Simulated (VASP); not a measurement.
Zn6O: single point with PBE

Zn6O:

```
CELL_PARAMETERS angstrom
2.55610 1.47576 4.46722
-2.55610 1.47576 4.46722
0.00000 -2.95153 4.46722
ATOMIC_POSITIONS crystal
Zn 0.26725 0.92025 0.55008
Zn 0.55008 0.26725 0.92025
Zn 0.07975 0.44992 0.73275
Zn 0.44992 0.73275 0.07975
Zn 0.73275 0.07975 0.44992
Zn 0.92025 0.55008 0.26725
O 0.00000 0.00000 0.00000
```

| Quantity | Value |
| --- | --- |
| Program | VASP 6.6.1 |
| Task | single point |
| Functional | PBE |
| Potentials or basis | VASP PAW PBE potentials, release 64 (Zn, O) |
| Cutoff | 520 eV |
| k mesh | 6 × 6 × 6 |
| Occupations | gaussian, width 0.1 eV |
| Spin | no spin polarisation |

```json
{
  "Pressure": "0.3 GPa",
  "Largest force": "0.016 eV/Å",
  "Band gap on the k mesh": "zero (band 39 reaches 3.16 eV, above the bottom of band 40 at 2.49 eV)"
}
```

Forces in eV/Å, atoms in the order of the input:
```
Zn   0.007  0.013 -0.007
Zn  -0.015  0.000 -0.007
Zn  -0.007  0.013  0.007
Zn   0.015  0.000  0.007
Zn  -0.007 -0.013  0.007
Zn   0.007 -0.013 -0.007
O    0.000  0.000  0.000
```

Levels at points of the mesh, in eV from the Fermi level:
```
           k point  band 37  band 38  band 39  band 40  band 41  band 42
(0.00, 0.00, 0.00)    -0.86    -0.86    -0.70     0.36     0.36     0.93
(0.50, 0.00, 0.00)    -2.13    -1.47    -1.46     0.44     1.13     1.24
(0.50, 0.50, 0.00)    -2.73    -1.26    -1.18    -0.64     3.89     4.44
(0.50, 0.50, 0.50)    -1.45    -1.45    -0.92     0.97     0.97     1.75
```

Run time: 5.3 min on 1 thread of Intel(R) Xeon(R) Platinum 8488C (Sapphire Rapids) (shared host), peak memory 0.31 GiB.
